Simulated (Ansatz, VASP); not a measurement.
Two plane-wave programs on Ru

The input POSCAR:

```
Ru
1.0
    2.7954732277      0.0000000000      0.0000000000
   -1.3977366139      2.4209508308      0.0000000000
    0.0000000000      0.0000000000      8.9725312264
Ru
4
Direct
    0.0000000000      0.0000000000      0.0000000000
    0.0000000000      0.0000000000      0.5000000000
    0.3333333333      0.6666666667      0.2500000000
    0.6666666667      0.3333333333      0.7500000000
```

INCAR.step1

```
SYSTEM = Ru
ALGO = Normal ; EDIFF = 1E-4
ENCUT = 520 ; GGA = PE
ISMEAR = -1 ; LASPH = .True.
LCHARG = .False. ; LREAL = .False.
LWAVE = .True. ; NBANDS = 36
NELM = 100 ; PREC = Accurate
SIGMA = 0.1
```

Contents of INCAR.step2:

```
SYSTEM = Ru
ALGO = Normal ; EDIFF = 1E-6
ENCUT = 520 ; ISIF = 2
ISMEAR = -1 ; ISTART = 1
LASPH = .True. ; LCHARG = .True.
LELF = .True. ; LMIXTAU = .True.
LREAL = .False. ; LVHAR = .True.
LWAVE = .False. ; METAGGA = R2SCAN
NBANDS = 36 ; NELM = 100
PREC = Accurate ; SIGMA = 0.1
```

The input KPOINTS:

```
k-points
0
Gamma
  15 15 4
  0 0 0
```

Input for Ansatz:

```yaml
crystal:
  lattice:
    - [2.7954732277, 0.0, 0.0]
    - [-1.3977366139, 2.4209508308, 0.0]
    - [0.0, 0.0, 8.9725312264]
  atoms:
    - { symbol: Ru, position: [0.0, 0.0, 0.0] }
    - { symbol: Ru, position: [0.0, 0.0, 0.5] }
    - { symbol: Ru, position: [0.3333333333, 0.6666666667, 0.25] }
    - { symbol: Ru, position: [0.6666666667, 0.3333333333, 0.75] }
hamiltonian:
  xc: r2scan
  pseudopotentials:
    kind: paw
    azcp:
      Ru: "pseudopotentials/Ru.paw.azcp"
basis:
  ecutwfc: 500
  fft_grid_basis: typed
kpoints:
  mp_grid: { grid: [15, 15, 4], shift: [0, 0, 0] }
magnetization:
  spin_polarized: false
scf:
  occupations: { method: fermi_dirac, width: 0.1 }
  lower_state_search: "off"
output:
  stress: true
```

Alike in both runs: task single point; functional r2SCAN; k mesh 15 × 15 × 4; occupations fermi-dirac, width 0.1 eV; no spin polarisation.

```csv
,VASP,Ansatz
version,VASP 6.6.1,Ansatz 0.2.0
potentials or method,"VASP PAW PBE potentials, release 64 (Ru_pv), cutoff 520 eV","plane waves (500 eV) with PAW, scalar-relativistic"
valence electrons in the cell,56,64
```

VASP gave:

| Quantity | Value |
| --- | --- |
| pressure (GPa) | -27.8 |
| traceless stress, the component that is largest in VASP (GPa) | -0.05 |

Problem. What did Ansatz give for the same quantities?

Solution. Pressure (GPa): -28.6; traceless stress, the component that is largest in VASP (GPa): -0.08.

VASP's potentials were made for PBE, not for r2SCAN. VASP's potentials hold 56 valence electrons a cell and Ansatz's 64, so a difference there can come from the potentials and not from the codes.
